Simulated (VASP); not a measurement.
Here is a VASP 6.6.1 calculation.

The input INCAR:

```
ALGO     = Normal         # electronic algorithm
EDIFF    = 1E-6           # SCF threshold, eV
ENCUT    = 520            # plane-wave cutoff, eV
GGA      = PE             # functional
ISIF     = 2              # what is computed and relaxed
ISMEAR   = 0              # smearing method
LASPH    = T              # aspherical terms in the spheres
LCHARG   = T              # write CHGCAR
LELF     = T              # ELF
LREAL    = F              # projectors in reciprocal space
LVHAR    = T            
LWAVE    = F              # write WAVECAR
NBANDS   = 14             # bands
NELM     = 100            # most SCF steps
PREC     = Accurate       # precision mode
SIGMA    = 0.1            # smearing width, eV
```

The input KPOINTS:

```
k-points
0
Gamma
  6 6 6
```

The input POSCAR:

```
AsIr
1.0
    3.1461460227      0.0000000000      0.0000000000
    0.0000000000      3.1461460227      0.0000000000
    0.0000000000      0.0000000000      3.1461460227
As Ir
1 1
Direct
    0.0000000000      0.0000000000      0.0000000000
    0.5000000000      0.5000000000      0.5000000000
```

Potentials or basis: VASP PAW PBE potentials, release 64 (As, Ir).

Command:

```console
$ cat potpaw_PBE.64/As/POTCAR potpaw_PBE.64/Ir/POTCAR > POTCAR
$ mpirun -np 1 vasp_std > vasp.out
```

Task: Estimate the pressure.

Result: 0.4 GPa.

Task: What does it give for the band gap on the k mesh?

Result: Zero (band 7 reaches 11.11 eV, above the bottom of band 8 at 8.74 eV).

Caveat: spin-orbit coupling is left out, which moves the levels of the heavy elements.
